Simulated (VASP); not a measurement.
# TiCo (Pm-3m) in VASP: further runs

The runs below take TiCo through relaxation of cell and atoms, single point, with PBEsol.

Program: VASP 6.6.1. These are calculated values, not measurements. Logs are shortened: lines on timing, memory, paths and dates and some standing lists are left out, and cuts for length are marked.

### Step 1. The cell of the first run

Symmetry: Pm-3m, No. 221, cubic system. Conventional cell: a = 2.881 Å, b = 2.881 Å, c = 2.881 Å, α = 90.00°, β = 90.00°, γ = 90.00°. Ti (site symmetry m-3m) has 8 Co at 2.49 Å and 6 Ti at 2.88 Å within 3.3 Å. Co (site symmetry m-3m) has 8 Ti at 2.49 Å and 6 Co at 2.88 Å within 3.3 Å.

### Step 2. Relaxation of cell and atoms, PBEsol, collinear spin, ferromagnetic start, target pressure 12 GPa, at which the enthalpy is minimised

INCAR reads:

```
PREC = Accurate
ENCUT = 600
EDIFF = 1E-6
ISMEAR = 0
SIGMA = 0.1
LREAL = F
LASPH = T
NELM = 150
ALGO = Fast
ISIF = 3
LWAVE = F
LCHARG = F
ISPIN = 2
MAGMOM = 0 0.66
LORBIT = 11
LMAXMIX = 4
GGA = PS
IBRION = 2
NSW = 70
EDIFFG = -0.008
PSTRESS = 120.0
```

KPOINTS reads:

```
regular mesh
0
Gamma
  14 14 14
```

POSCAR reads:

```
TiCo
1.0
    2.8807368507      0.0000000000      0.0000000000
    0.0000000000      2.8807368507      0.0000000000
    0.0000000000      0.0000000000      2.8807368507
Ti Co
1 1
Direct
    0.0000000000      0.0000000000      0.0000000000
    0.5000000000      0.5000000000      0.5000000000
```

Potentials or basis: VASP PAW PBE potentials, release 64 (Ti_sv, Co).

Command:

```bash
$ cat potpaw_PBE.64/Ti_sv/POTCAR potpaw_PBE.64/Co/POTCAR > POTCAR
$ mpirun -np 1 vasp_std > vasp.out
```

OUTCAR:

```text
PREC = Accurate
   ENCUT = 600
   EDIFF = 1E-6
   ISMEAR = 0
   LREAL = F
   LASPH = T
   NELM = 150
   ISIF = 3
   ISPIN = 2
   LORBIT = 11
   GGA = PS
   IBRION = 2
   NSW = 70
   EDIFFG = -0.008
   PSTRESS = 120.0

 ion  position               nearest neighbor table
   1  0.000  0.000  0.000-   2 2.49   2 2.49   2 2.49   2 2.49   2 2.49   2 2.49   2 2.49   2 2.49

   2  0.500  0.500  0.500-   1 2.49   1 2.49   1 2.49   1 2.49   1 2.49   1 2.49   1 2.49   1 2.49

  LATTYP: Found a simple cubic cell.
 ALAT       =     2.8807368507

  Lattice vectors:

 A1 = (   2.8807368507,   0.0000000000,   0.0000000000)
 A2 = (   0.0000000000,   2.8807368507,   0.0000000000)
 A3 = (   0.0000000000,   0.0000000000,   2.8807368507)

Analysis of symmetry for initial positions (statically):
=====================================================================
 Subroutine PRICEL returns:
 Original cell was already a primitive cell.

 Routine SETGRP: Setting up the symmetry group for a
 simple cubic supercell.

 Subroutine GETGRP returns: Found 48 space group operations
 (whereof 48 operations were pure point group operations)
 out of a pool of 48 trial point group operations.

The static configuration has the point symmetry O_h .

Analysis of symmetry for dynamics (positions and initial velocities):
=====================================================================
 Subroutine PRICEL returns:
 Original cell was already a primitive cell.

 Routine SETGRP: Setting up the symmetry group for a
 simple cubic supercell.

 Subroutine GETGRP returns: Found 48 space group operations
 (whereof 48 operations were pure point group operations)
 out of a pool of 48 trial point group operations.

The dynamic configuration has the point symmetry O_h .

Analysis of structural, dynamic, and magnetic symmetry:
=====================================================================
 Subroutine PRICEL returns:
 Original cell was already a primitive cell.

 Routine SETGRP: Setting up the symmetry group for a
 simple cubic supercell.

 Subroutine GETGRP returns: Found 48 space group operations
 (whereof 48 operations were pure point group operations)
 out of a pool of 48 trial point group operations.

The overall configuration has the point symmetry O_h .

 Subroutine INISYM returns: Found 48 space group operations
 (whereof 48 operations are pure point group operations),
 and found     1 'primitive' translations

----------------------------------------------------------------------------------------

                                     Primitive cell

  volume of cell :      23.9062

  direct lattice vectors                    reciprocal lattice vectors
     2.880736851  0.000000000  0.000000000     0.347133408  0.000000000  0.000000000
     0.000000000  2.880736851  0.000000000     0.000000000  0.347133408  0.000000000
     0.000000000  0.000000000  2.880736851     0.000000000  0.000000000  0.347133408

  length of vectors
     2.880736851  2.880736851  2.880736851     0.347133408  0.347133408  0.347133408

  position of ions in fractional coordinates (direct lattice)
     0.000000000  0.000000000  0.000000000
     0.500000000  0.500000000  0.500000000

  ion indices of the primitive-cell ions
   primitive index   ion index
                 1           1
                 2           2

----------------------------------------------------------------------------------------

 KPOINTS: regular mesh

Automatic generation of k-mesh.
 Grid dimensions read from file:
 generate k-points for:   14   14   14

 Generating k-lattice:

  Cartesian coordinates                     Fractional coordinates (reciprocal lattice)
     0.024795243  0.000000000  0.000000000     0.071428571  0.000000000  0.000000000
     0.000000000  0.024795243  0.000000000     0.000000000  0.071428571  0.000000000
     0.000000000  0.000000000  0.024795243     0.000000000  0.000000000  0.071428571

  Length of vectors
     0.024795243  0.024795243  0.024795243

  Shift w.r.t. Gamma in fractional coordinates (k-lattice)
     0.000000000  0.000000000  0.000000000

 Subroutine IBZKPT returns following result:
 ===========================================

 Found    120 irreducible k-points:

 Following reciprocal coordinates:
            Coordinates               Weight
  0.000000  0.000000  0.000000      1.000000
  0.071429  0.000000  0.000000      6.000000
  0.142857  0.000000  0.000000      6.000000
  0.214286  0.000000  0.000000      6.000000
  0.285714  0.000000  0.000000      6.000000
  0.357143  0.000000  0.000000      6.000000
[... 16 lines left out ...]
  0.285714  0.214286  0.000000     24.000000
  0.357143  0.214286  0.000000     24.000000
 [... further k-points ...]
   k-points           NKPTS =    120   k-points in BZ     NKDIM =    120   number of bands    NBANDS=     14
   number of dos      NEDOS =    301   number of ions     NIONS =      2
   total plane-waves  NPLWV =  13824
[... 74 lines left out ...]
  Total        1.7336638      1.7336638      1.7336638     -0.0000000     -0.0000000      0.0000000
  in kB      116.1889135    116.1889135    116.1889135     -0.0000000     -0.0000000      0.0000000
  external PRESSURE =      -3.8110865 kB  Pullay stress =     120.0000000 kB

 VOLUME and BASIS-vectors are now :
 -----------------------------------------------------------------------------
  energy-cutoff  :      600.00
  volume of cell :       23.91
      direct lattice vectors                 reciprocal lattice vectors
     2.880736851  0.000000000  0.000000000     0.347133408  0.000000000  0.000000000
     0.000000000  2.880736851  0.000000000     0.000000000  0.347133408  0.000000000
     0.000000000  0.000000000  2.880736851     0.000000000  0.000000000  0.347133408
[... 84 lines left out ...]
  FREE ENERGIE OF THE ION-ELECTRON SYSTEM (eV)
  ---------------------------------------------------
  free  energy   TOTEN  =       -16.8554670608 eV

  energy  without entropy=      -16.8452638430  energy(sigma->0) =      -16.85036545

  enthalpy is  TOTEN    =       -15.0680340387 eV   P V=        1.7874330221

--------------------------------------- Ionic step        4  -------------------------------------------

 number of electron      21.0000005 magnetization       0.4143214

 Free energy of the ion-electron system (eV)
  ---------------------------------------------------
  ext. energy  EPLUGINS =         0.00000000
  ---------------------------------------------------
  free energy    TOTEN  =       -16.85632583 eV

  energy without entropy =      -16.84612093  energy(sigma->0) =      -16.85122338

 E-fermi :  11.2540     XC(G=0): -13.3310

 val. band max:       11.2496851067   @ k =   0.3571   0.1429   0.0714
 cond. band min:      11.2588993150   @ k =   0.4286   0.0714   0.0000
 fundamental gap:      0.0092142083
 Fermi energy:        11.2540177131

 spin component 1

 k-point     1 :       0.0000    0.0000    0.0000
  band No.  band energies     occupation
      1     -45.5400      1.00000
      2     -21.6917      1.00000
      3     -21.6917      1.00000
      4     -21.6917      1.00000
      5       3.1009      1.00000
      6       6.7077      1.00000
      7       6.7077      1.00000
      8       9.4183      1.00000
      9       9.4183      1.00000
     10       9.4183      1.00000
     11      11.9702      0.00000
     12      11.9702      0.00000
     13      14.3412      0.00000
     14      14.3413      0.00000

 k-point     2 :       0.0714    0.0000    0.0000
  band No.  band energies     occupation
      1     -45.5374      1.00000
      2     -21.7143      1.00000
      3     -21.6901      1.00000
      4     -21.6901      1.00000
      5       3.2134      1.00000
      6       6.7573      1.00000
      7       6.7657      1.00000
      8       9.4103      1.00000
      9       9.4103      1.00000
     10       9.4387      1.00000
[... 362 lines left out ...]
 k-point    24 :       0.3571    0.2143    0.0000
  band No.  band energies     occupation
      1     -45.4797      1.00000
      2     -22.0284      1.00000
      3     -21.8272      1.00000
      4     -21.6506      1.00000
      5       6.0236      1.00000
      6       7.4501      1.00000
      7       8.2791      1.00000
      8       8.8617      1.00000
      9       9.2057      1.00000
     10       9.3517      1.00000
     11      11.3658      0.05695
     12      11.5392      0.00003
     13      12.4488      0.00000
     14      12.8610      0.00000

 [... further k-points ...]

 spin component 2

 k-point     1 :       0.0000    0.0000    0.0000
  band No.  band energies     occupation
      1     -45.5260      1.00000
      2     -21.6779      1.00000
      3     -21.6779      1.00000
      4     -21.6779      1.00000
      5       3.1225      1.00000
      6       6.9780      1.00000
      7       6.9780      1.00000
      8       9.6780      1.00000
      9       9.6780      1.00000
     10       9.6780      1.00000
     11      12.2261      0.00000
     12      12.2261      0.00000
     13      14.4079      0.00000
     14      14.4079      0.00000

 k-point     2 :       0.0714    0.0000    0.0000
  band No.  band energies     occupation
      1     -45.5234      1.00000
      2     -21.7006      1.00000
      3     -21.6764      1.00000
      4     -21.6764      1.00000
      5       3.2351      1.00000
      6       7.0309      1.00000
      7       7.0370      1.00000
      8       9.6702      1.00000
      9       9.6702      1.00000
     10       9.6998      1.00000
[... 400 lines left out ...]
 POSITION                                       TOTAL-FORCE (eV/Angst)
 -----------------------------------------------------------------------------------
      0.00000      0.00000      0.00000         0.000000      0.000000      0.000000
      1.43977      1.43977      1.43977        -0.000000     -0.000000      0.000000
 -----------------------------------------------------------------------------------
    total drift:                                0.000000      0.000000     -0.000000

  FREE ENERGIE OF THE ION-ELECTRON SYSTEM (eV)
  ---------------------------------------------------
  free  energy   TOTEN  =       -16.8563258305 eV

  energy  without entropy=      -16.8461209306  energy(sigma->0) =      -16.85122338

  enthalpy is  TOTEN    =       -15.0680324252 eV   P V=        1.7882934053

 reached required accuracy - stopping structural energy minimisation

 total charge

# of ion       s       p       d       tot
------------------------------------------
    1        2.276   6.220   1.964  10.460
    2        0.569   0.518   7.408   8.495
--------------------------------------------------
tot          2.845   6.738   9.372  18.955

 magnetization (x)

# of ion       s       p       d       tot
------------------------------------------
    1       -0.001  -0.005   0.013   0.007
    2        0.017  -0.001   0.401   0.417
--------------------------------------------------
tot          0.016  -0.006   0.414   0.424
```

It took 1.7 min on 1 thread of Intel Xeon 6975P-C (Granite Rapids), shared host; peak memory 0.22 GiB.

Results:

- Free energy: -16.8563 eV
- Relaxed volume: 11.94 Å³/atom
- Relaxed cell: a = 2.880 Å, b = 2.880 Å, c = 2.880 Å, α = 90.00°, β = 90.00°, γ = 90.00°
- Space group after relaxing (to 0.05 Å): Pm-3m (No. 221)
- Energy change on relaxing (the enthalpy is what falls): +1.1 meV/atom
- Ionic steps: 4
- Pressure after relaxing: 12.0 GPa
- Net moment: 0.41 μB per cell
- Site moments: Ti +0.01; Co +0.42 μB
- Valence electrons inside the program's atomic spheres: Ti 10.46; Co 8.49

The path:
| step | energy change (eV) | largest force (eV/Å) | pressure (GPa) | volume (Å³) |
| --- | --- | --- | --- | --- |
| 1 | 0.0000 | 0.0000 | 11.62 | 23.91 |
| 2 | 0.0074 | 0.0000 | 12.69 | 23.81 |
| 3 | 0.0030 | 0.0000 | 12.15 | 23.86 |
| 4 | 0.0022 | 0.0000 | 12.01 | 23.88 |

Final structure:
```
Ti Co
1.0
     2.87954    0.00000    0.00000
     0.00000    2.87954    0.00000
     0.00000    0.00000    2.87954
Ti Co
1 1
Direct
  0.00000 0.00000 0.00000
  0.50000 0.50000 0.50000
```

Caveat: the cell is relaxed towards a set pressure, so the enthalpy falls and the energy may rise; the PAW data sets were made with another functional, which shifts forces and pressure a little.

### Step 3. Relaxation of cell and atoms, PBEsol, collinear spin, ferromagnetic start, target pressure 4 GPa, at which the enthalpy is minimised

This run uses another cell than the first one, of 12.42 Å³/atom, 1.039 times its volume.

INCAR reads:

```
ALGO = Fast
EDIFF = 1E-7
EDIFFG = -0.008
ENCUT = 600
GGA = PS
IBRION = 2
ISIF = 3
ISMEAR = 0
ISPIN = 2
LASPH = True
LCHARG = False
LMAXMIX = 4
LORBIT = 11
LREAL = False
LWAVE = False
MAGMOM = 0 0.73
NELM = 150
NSW = 70
PREC = Accurate
PSTRESS = 40.0
SIGMA = 0.1
```

KPOINTS reads:

```
k-points
0
Gamma
  14 14 14
```

POSCAR reads:

```
TiCo
1.0
    2.9175070007      0.0000000000      0.0000000000
    0.0000000000      2.9175070007      0.0000000000
    0.0000000000      0.0000000000      2.9175070007
Ti Co
1 1
Direct
    0.0000000000      0.0000000000      0.0000000000
    0.5000000000      0.5000000000      0.5000000000
```

Potentials or basis: VASP PAW PBE potentials, release 64 (Ti_sv, Co).

Command:

```bash
$ cat potpaw_PBE.64/Ti_sv/POTCAR potpaw_PBE.64/Co/POTCAR > POTCAR
$ mpirun -np 1 vasp_std > vasp.out
```

Wall time 2.6 min (1 thread of Intel Xeon 6975P-C (Granite Rapids), shared host); peak memory 0.23 GiB.

Results (log left out):

```
Free energy                                            : -16.9000 eV
Relaxed volume                                         : 12.38 Å³/atom
Relaxed cell                                           : a = 2.914 Å, b = 2.914 Å, c = 2.914 Å, α = 90.00°, β = 90.00°, γ = 90.00°
Space group after relaxing (to 0.05 Å)                 : Pm-3m (No. 221)
Energy change on relaxing (the enthalpy is what falls) : +0.9 meV/atom
Ionic steps                                            : 3
Pressure after relaxing                                : 4.0 GPa
Net moment                                             : 0.50 μB per cell
Site moments                                           : Ti -0.00; Co +0.52 μB
Valence electrons inside the program's atomic spheres  : Ti 10.40; Co 8.43
```

The path:
```tsv
step	energy change (eV)	largest force (eV/Å)	pressure (GPa)	volume (Å³)
1	0.0000	0.0000	3.38	24.83
2	0.0044	0.0000	4.77	24.66
3	0.0018	0.0000	4.03	24.76
```

Final structure:
```
Ti Co
1.0
     2.91449    0.00000    0.00000
     0.00000    2.91449    0.00000
     0.00000    0.00000    2.91449
Ti Co
1 1
Direct
  0.00000 0.00000 0.00000
  0.50000 0.50000 0.50000
```

Levels at points of the mesh, in eV from the Fermi level:
Spin up:
```
           k point  band 8  band 9  band 10  band 11  band 12  band 13  band 14
(0.00, 0.00, 0.00)   -1.81   -1.81    -1.81     0.65     0.65     2.94     2.94
(0.50, 0.00, 0.00)   -1.90   -1.90    -1.38    -0.91    -0.20     0.66     0.66
(0.50, 0.50, 0.00)   -2.82   -1.12    -0.49     0.73     0.73     1.24     2.75
(0.50, 0.50, 0.50)   -2.34   -2.34    -2.34    -1.08    -1.08     3.45     3.45
```
Spin down:
```csv
k point,band 6,band 7,band 8,band 9,band 10,band 11,band 12,band 13,band 14
"(0.00, 0.00, 0.00)",-4.04,-4.04,-1.48,-1.48,-1.48,0.96,0.96,3.02,3.02
"(0.50, 0.00, 0.00)",-3.97,-2.37,-1.55,-1.55,-1.00,-0.95,0.43,0.67,0.67
"(0.50, 0.50, 0.00)",-4.02,-2.56,-2.56,-0.33,0.08,0.74,0.74,1.36,2.88
"(0.50, 0.50, 0.50)",-2.51,-2.51,-2.32,-2.32,-2.32,-0.30,-0.30,3.43,3.43
```

Caveat: the cell is relaxed towards a set pressure, so the enthalpy falls and the energy may rise; the PAW data sets were made with another functional, which shifts forces and pressure a little.

### Step 4. Single point, PBEsol, collinear spin, ferromagnetic start (volume scaled by 1.06)

INCAR reads:

```
SYSTEM = TiCo
  ALGO = Fast
  EDIFF = 1E-6
  ENCUT = 520
  GGA = PS
  ISIF = 2
  ISMEAR = 0
  ISPIN = 2
  LASPH = .True.
  LCHARG = .False.
  LMAXMIX = 4
  LORBIT = 11
  LREAL = .False.
  LWAVE = .False.
  MAGMOM = 0 0.75
  NBANDS = 22
  NELM = 150
  PREC = Accurate
  SIGMA = 0.1
```

KPOINTS reads:

```
k-points
0
Gamma
  14 14 14
  0 0 0
```

POSCAR reads:

```
TiCo
1.0
    2.9961398276      0.0000000000      0.0000000000
    0.0000000000      2.9961398276      0.0000000000
    0.0000000000      0.0000000000      2.9961398276
Ti Co
1 1
Direct
    0.0000000000      0.0000000000      0.0000000000
    0.5000000000      0.5000000000      0.5000000000
```

Command:

```bash
$ cat potpaw_PBE.64/Ti_sv/POTCAR potpaw_PBE.64/Co/POTCAR > POTCAR
$ mpirun -np 1 vasp_std > vasp.out
```

Wall time 61 s (1 thread of Intel Xeon 6975P-C (Granite Rapids), shared host); peak memory 0.23 GiB.

The run converged. Its results:

* Free energy: -16.8561 eV
* Pressure: -9.6 GPa
* Net moment: 0.81 μB per cell
* Site moments: Ti -0.03; Co +0.87 μB
* Valence electrons inside the program's atomic spheres: Ti 10.27; Co 8.27

Levels at points of the mesh, in eV from the Fermi level:
Spin up:
```
           k point  band 7  band 8  band 9  band 10  band 11  band 12  band 13  band 14  band 15  band 16
(0.00, 0.00, 0.00)   -4.08   -1.81   -1.81    -1.81     0.50     0.50     2.66     2.66     2.66     8.81
(0.50, 0.00, 0.00)   -2.97   -1.92   -1.92    -1.46    -0.70    -0.54     0.66     0.66     2.22     3.84
(0.50, 0.50, 0.00)   -2.66   -2.66   -1.39    -0.71     0.60     0.60     1.10     2.44     2.44     3.08
(0.50, 0.50, 0.50)   -2.73   -2.06   -2.06    -2.06    -1.36    -1.36     3.16     3.16     6.80     8.21
```
Spin down:
```csv
k point,band 7,band 8,band 9,band 10,band 11,band 12,band 13,band 14
"(0.00, 0.00, 0.00)",-3.49,-1.27,-1.27,-1.27,0.98,0.98,2.75,2.75
"(0.50, 0.00, 0.00)",-1.91,-1.34,-1.34,-0.83,-0.78,0.50,0.67,0.67
"(0.50, 0.50, 0.00)",-2.23,-2.23,-0.09,0.22,0.60,0.60,1.27,2.63
"(0.50, 0.50, 0.50)",-2.25,-2.05,-2.05,-2.05,-0.06,-0.06,3.11,3.11
```

Caveat: the cell differs from its parent crystal (volume scaled by 1.06); the PAW data sets were made with another functional, which shifts forces and pressure a little.

### Step 5. Overview

```csv
task,cell,cutoff (eV),gap on the mesh (eV),pressure (GPa),moment (μB)
relaxation of cell and atoms,"relaxed to 12 GPa from a = 2.881 Å, 2 atoms",600,none,12.0,0.41
relaxation of cell and atoms,"relaxed to 4 GPa from a = 2.918 Å, 2 atoms",600,none,4.0,0.50
single point,"a = 2.996 Å, 2 atoms",520,none,-9.6,0.81
```

Alike in all rows: level PBEsol; potentials or basis VASP PAW PBE potentials, release 64 (Ti_sv, Co); spin collinear, ferromagnetic start; k mesh 14 × 14 × 14; smearing gaussian 0.1 eV.

Caveats: the PAW data sets were made with another functional, which shifts forces and pressure a little; the cell is relaxed towards a set pressure, so the enthalpy falls and the energy may rise (some runs).

Total energies depend on the potentials used, so only differences within one code and one set of settings carry meaning.
